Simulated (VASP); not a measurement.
Write the native input for VASP 6.6.1 that does the following.

- Task: single point
- Functional: LDA
- Potentials or basis: VASP PAW LDA potentials, release 64 (Ba_sv, S)
- Cutoff: 520 eV
- k mesh: 8 × 8 × 8
- Occupations: gaussian, width 0.05 eV
- Spin: no spin polarisation
- Dipole correction: no
- Further INCAR settings: ALGO = Normal; EDIFF = 1e-06; NBANDS = 15

The structure of BaS lies in POSCAR:

```
BaS
1.0
    0.0000000000      3.1937500000      3.1937500000
    3.1937500000      0.0000000000      3.1937500000
    3.1937500000      3.1937500000      0.0000000000
Ba S
1 1
Direct
    0.0000000000      0.0000000000      0.0000000000
    0.4308114696      0.5691885304      0.5000000000
```

This cell differs from its parent crystal: all S atoms moved +0.312 Å, as atom 2 along Cartesian [1 -1 0].

One way to write it, as run:

INCAR

```
PREC = Accurate
ENCUT = 520
EDIFF = 1E-6
ISMEAR = 0
SIGMA = 0.05
LREAL = F
LASPH = T
NELM = 100
ALGO = Normal
ISIF = 2
LWAVE = F
LCHARG = F
NBANDS = 15
```

KPOINTS

```
Automatic mesh
0
Gamma
  8 8 8
```

Potentials or basis: VASP PAW LDA potentials, release 64 (Ba_sv, S).

Launch:

```bash
$ cat potpaw_LDA.64/Ba_sv/POTCAR potpaw_LDA.64/S/POTCAR > POTCAR
$ mpirun -np 1 vasp_std > vasp.out
```

Results of the run:

```
Pressure               : -0.8 GPa
Largest force          : 0.675 eV/Å
Band gap on the k mesh : 2.27 eV (least direct gap 2.28 eV)
```

Caveat: the cell differs from its parent crystal (all S atoms moved +0.312 Å, as atom 2 along Cartesian [1 -1 0]); spin-orbit coupling is left out, which moves the levels of the heavy elements.

Run time: 2.3 min on 1 thread of Intel Xeon 8259CL, on a shared host, peak memory 0.23 GiB.
